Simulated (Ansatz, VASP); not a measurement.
**Re in VASP and in Ansatz**

Contents of INCAR:

```
PREC = Accurate
ENCUT = 520
EDIFF = 1E-6
ISMEAR = -1
SIGMA = 0.1
LREAL = F
LASPH = T
NELM = 60
ALGO = Normal
ISIF = 2
LWAVE = F
LCHARG = T
GGA = CA
LELF = T
LVHAR = T
NBANDS = 14
```

Contents of KPOINTS:

```
Automatic mesh
0
Gamma
  11 11 11
```

File POSCAR:

```
Re
1.0
    0.0000000000      2.7046150222      2.7046150222
    2.7046150222      0.0000000000      2.7046150222
    2.7046150222      2.7046150222      0.0000000000
Re
2
Direct
    0.1250000000      0.1250000000      0.1250000000
    0.8750000000      0.8750000000      0.8750000000
```

Input for Ansatz:

```yaml
crystal:
  lattice:
    - [0.0, 2.7046150222, 2.7046150222]
    - [2.7046150222, 0.0, 2.7046150222]
    - [2.7046150222, 2.7046150222, 0.0]
  atoms:
    - { symbol: Re, position: [0.125, 0.125, 0.125] }
    - { symbol: Re, position: [0.875, 0.875, 0.875] }
hamiltonian:
  xc: lda
  pseudopotentials:
    kind: paw
    azcp:
      Re: "pseudopotentials/Re.paw.azcp"
basis:
  ecutwfc: 420
  fft_grid_basis: typed
kpoints:
  mp_grid: { grid: [11, 11, 11], shift: [0, 0, 0] }
magnetization:
  spin_polarized: false
scf:
  occupations: { method: fermi_dirac, width: 0.1 }
  lower_state_search: "off"
output:
  stress: true
```

Alike in both runs: task single point; functional LDA; k mesh 11 × 11 × 11; occupations fermi-dirac, width 0.1 eV; no spin polarisation.

|  | VASP | Ansatz |
| --- | --- | --- |
| version | VASP 6.6.1 | Ansatz 0.2.0 |
| potentials or method | VASP PAW LDA potentials, release 64 (Re), cutoff 520 eV | plane waves (420 eV) with PAW, scalar-relativistic |
| valence electrons in the cell | 14 | 30 |

```csv
,VASP,Ansatz,Ansatz less VASP
pressure (GPa),17.2,19.7,+2.42
```

Ansatz warns that its potentials were made for another functional, while VASP's fit it. LDA's correlation is that of Perdew and Zunger in VASP and of Perdew and Wang (1992) in Ansatz. VASP's potentials hold 14 valence electrons a cell and Ansatz's 30, so a difference there can come from the potentials and not from the codes.

Spin-orbit coupling is off throughout.
